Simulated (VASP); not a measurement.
Set up this calculation in VASP 6.6.1, as the native input.

```
Task                   : single point
Functional             : PBE
Potentials or basis    : VASP PAW PBE potentials, release 64 (Li_sv, F)
Cutoff                 : 520 eV
k mesh                 : 10 × 10 × 10
Occupations            : gaussian, width 0.02 eV
Spin                   : no spin polarisation
Dipole correction      : no
Further INCAR settings : ALGO = Normal; EDIFF = 1e-06; NBANDS = 12
```

The structure of LiF (Griceite) lies in POSCAR:

```
LiF
1.0
    0.0000000000      1.9920215868      1.9920215868
    1.9920215868      0.0000000000      1.9920215868
    1.9920215868      1.9920215868      0.0000000000
Li F
1 1
Direct
    0.0000000000      0.0000000000      0.0000000000
    0.5000000000      0.5000000000      0.5000000000
```

This cell differs from its parent crystal: volume scaled by 0.94.

The input as run:

INCAR

```
SYSTEM = LiF
ALGO = Normal ; EDIFF = 1E-6
ENCUT = 520 ; GGA = PE
ISIF = 2 ; ISMEAR = 0
LASPH = .TRUE. ; LCHARG = .FALSE.
LREAL = .FALSE. ; LWAVE = .FALSE.
NBANDS = 12 ; NELM = 60
PREC = Accurate ; SIGMA = 0.02
```

KPOINTS

```
k-points
0
G
  10 10 10
  0 0 0
```

Potentials or basis: VASP PAW PBE potentials, release 64 (Li_sv, F).

Command:

```sh
$ cat potpaw_PBE.64/Li_sv/POTCAR potpaw_PBE.64/F/POTCAR > POTCAR
$ mpirun -np 1 vasp_std > vasp.out
```

Results of the run:

The band gap on the k mesh is 9.39 eV, direct.

It took 5.6 s on 1 thread of Intel(R) Xeon(R) Platinum 8488C (Sapphire Rapids), on a shared host, peak memory 0.13 GiB.
